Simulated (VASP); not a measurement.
Runs of VASP 6.6.1 on Zr. The structure is that of space group Fm-3m (No. 225), or close to it. The cells are those of the table. This isn't the form of Zr at room conditions, which is hcp.

```tsv
cell	gap on the mesh (eV)	pressure (GPa)	moment (μB)
a = 3.281 Å, angles 60.0°, 1 atom	none	-5.9	0.00
a = 3.197 Å, angles 60.0°, 1 atom	none	(b)	0.00
a = 3.321 Å, angles 60.0°, 1 atom	none	-8.2	0.00
a = 3.240 Å, angles 60.0°, 1 atom	none	-3.0	0.00
a = 3.110 Å, angles 60.0°, 1 atom	none	9.1	0.00
a = 3.064 Å, angles 60.0°, 1 atom	none	(a)	0.00
a = 3.154 Å, angles 60.0°, 1 atom	none	4.4	0.00
```

Alike in all rows: task single point; level PBE; potentials or basis VASP PAW PBE potentials, release 64 (Zr_sv); spin collinear; k mesh 14 × 14 × 14; cutoff (eV) 520; smearing fermi-dirac 0.05 eV.

Task: Fill in the values left out.

Result: (a) 14.7; (b) 0.4.

Caveats: the cell stands under tension (at least some runs); the cell stands under pressure (at least some runs).

A k mesh can miss the band edges, and the runs leave out spin-orbit coupling on Zr.

A gap of «none» marks levels without a gap at the run's occupations.
